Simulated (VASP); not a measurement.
A run of VASP 6.6.1 is set up as follows.

Contents of INCAR:

```
SYSTEM = Co
PREC = Accurate
ENCUT = 520
EDIFF = 1E-6
ISMEAR = 0
SIGMA = 0.6
LREAL = .False.
LASPH = .True.
NELM = 150
ALGO = Normal
ISIF = 2
LWAVE = .False.
LCHARG = .False.
ISPIN = 2
MAGMOM = 1.558 1.558
LORBIT = 11
LMAXMIX = 4
GGA = CA
NBANDS = 20
```

KPOINTS

```
regular mesh
0
Gamma
  15 15 8
  0 0 0
```

The input POSCAR:

```
Co
1.0
    2.4273810165      0.0000000000      0.0000000000
   -1.2136905082      2.1021736250      0.0000000000
    0.0000000000      0.0000000000      3.9230481332
Co
2
Direct
    0.3333333333      0.6666666667      0.2500000000
    0.6666666667      0.3333333333      0.7500000000
```

Potentials or basis: VASP PAW LDA potentials, release 64 (Co).

Command:

```sh
$ cat potpaw_LDA.64/Co/POTCAR > POTCAR
$ mpirun -np 1 vasp_std > vasp.out
```

Problem. Predict the site moments.

Solution. Co +0.93 μB.

Problem. What does it give for the net moment?

Solution. 1.86 μB per cell.

Problem. Estimate the pressure.

Solution. -5.2 GPa.

Stress tensor (GPa, compression positive):
```
-4.81  0.00  0.00
 0.00 -4.81  0.00
 0.00  0.00 -6.01
```
